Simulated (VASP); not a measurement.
Wanted: the native input for a VASP 6.6.1 run.

```
Task                   : single point
Functional             : PBE
Potentials or basis    : VASP PAW PBE potentials, release 64 (Cs_sv, H)
Cutoff                 : 520 eV
k mesh                 : 6 × 6 × 4
Occupations            : gaussian, width 0.1 eV
Spin                   : no spin polarisation
Dipole correction      : no
Further INCAR settings : ALGO = Normal; EDIFF = 1e-06; NBANDS = 16
```

The structure of CsH5 lies in POSCAR:

```
CsH5
1.0
    4.4175081807      0.0000000025      0.0000000000
   -2.2087540925      3.8256743047      0.0000000000
    0.0000000000      0.0000000000      4.0290165139
Cs H
1 5
Direct
    0.0000000000      0.0000000000      0.0000000000
    0.5000000000      0.0000000000      0.5000000000
    0.5000000000      0.5000000000      0.5000000000
    0.0000000000      0.5000000000      0.5000000000
    0.3333333333      0.6666666667      0.5000659305
    0.6666666667      0.3333333333      0.4999340695
```

One way to write it, as run:

INCAR

```
PREC = Accurate ; ENCUT = 520
EDIFF = 1E-6 ; ISMEAR = 0
SIGMA = 0.1 ; LREAL = F
LASPH = T ; NELM = 100
ALGO = Normal ; ISIF = 2
LWAVE = F ; LCHARG = F
GGA = PE ; NBANDS = 16
```

KPOINTS

```
Automatic mesh
0
Gamma
  6 6 4
```

Potentials or basis: VASP PAW PBE potentials, release 64 (Cs_sv, H).

Command:

```bash
$ cat potpaw_PBE.64/Cs_sv/POTCAR potpaw_PBE.64/H/POTCAR > POTCAR
$ mpirun -np 1 vasp_std > vasp.out
```

Results of the run:

```yaml
Pressure: -0.1 GPa
Band_gap_on_the_k_mesh: zero (bands 7 and 8 overlap by 0.61 eV)
```

Caveat: the k points lie up to 0.39 Å⁻¹ apart, too coarse for converged energies and pressures of a metal; spin-orbit coupling is left out, which moves the levels of the heavy elements.

Wall time 45 s on 1 thread of Intel Xeon 8259CL, with other jobs on the host, peak memory 0.19 GiB.
